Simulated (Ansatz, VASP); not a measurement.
# Two plane-wave programs on TiAl

File INCAR:

```
PREC = Accurate
ENCUT = 520
EDIFF = 1E-6
ISMEAR = 0
SIGMA = 0.15
LREAL = False
LASPH = True
NELM = 60
ALGO = Fast
ISIF = 2
LWAVE = False
LCHARG = False
GGA = PE
NBANDS = 14
```

Contents of KPOINTS:

```
regular mesh
0
Gamma
  18 18 10
```

The input POSCAR:

```
TiAl
1.0
    2.9531395050      0.0000000000      0.0000000000
   -1.4765697525      2.5574938323      0.0000000000
    0.0000000000      0.0000000000      4.7647975422
Ti Al
1 1
Direct
    0.0000000000      0.0000000000      0.0075179876
    0.3333333333      0.6666666667      0.4866626023
```

Input for Ansatz:

```yaml
crystal:
  lattice:
    - [2.953139505, 0.0, 0.0]
    - [-1.4765697525, 2.5574938323, 0.0]
    - [0.0, 0.0, 4.7647975422]
  atoms:
    - { symbol: Ti, position: [0.0, 0.0, 0.0075179876] }
    - { symbol: Al, position: [0.3333333333, 0.6666666667, 0.4866626023] }
basis:
  ecutwfc: 520.0
kpoints:
  mp_grid: { grid: [18, 18, 10] }
hamiltonian:
  xc: pbe
scf:
  occupations: { method: gaussian, width: 0.15 }
output:
  forces: true
  stress: true
  eigenvalues: true
  write_density: true
  write_potential: true
  elf: true
  volumetric_format: npy
```

Change from the starting cell: mode 6 frozen in at -0.062 Å, equal normal strain along x, y and z +0.0250.

Alike in both runs: task single point; functional PBE; k mesh 18 × 18 × 10; occupations gaussian, width 0.15 eV; no spin polarisation.

|  | VASP | Ansatz |
| --- | --- | --- |
| version | VASP 6.6.1 | Ansatz 0.2.0 |
| potentials or method | VASP PAW PBE potentials, release 64 (Ti_sv, Al), cutoff 520 eV | scalar-relativistic, plane waves, PAW |
| valence electrons in the cell | 15 | 15 |

Ansatz gave:

- gap on the k mesh at the Fermi level (eV): none
- pressure (GPa): -6.4
- traceless stress, the component that is largest in VASP (GPa): -0.52
- rms of the force components (eV/Å): 0.314

Problem. What did VASP give for the same quantities?

Solution. gap on the k mesh at the Fermi level (eV): none; pressure (GPa): -6.6; traceless stress, the component that is largest in VASP (GPa): -0.50; rms of the force components (eV/Å): 0.314.

Atom by atom the forces differ by 0.000 eV/Å (rms over components). A gap of «none» marks a metal or a gap that the smearing closes.
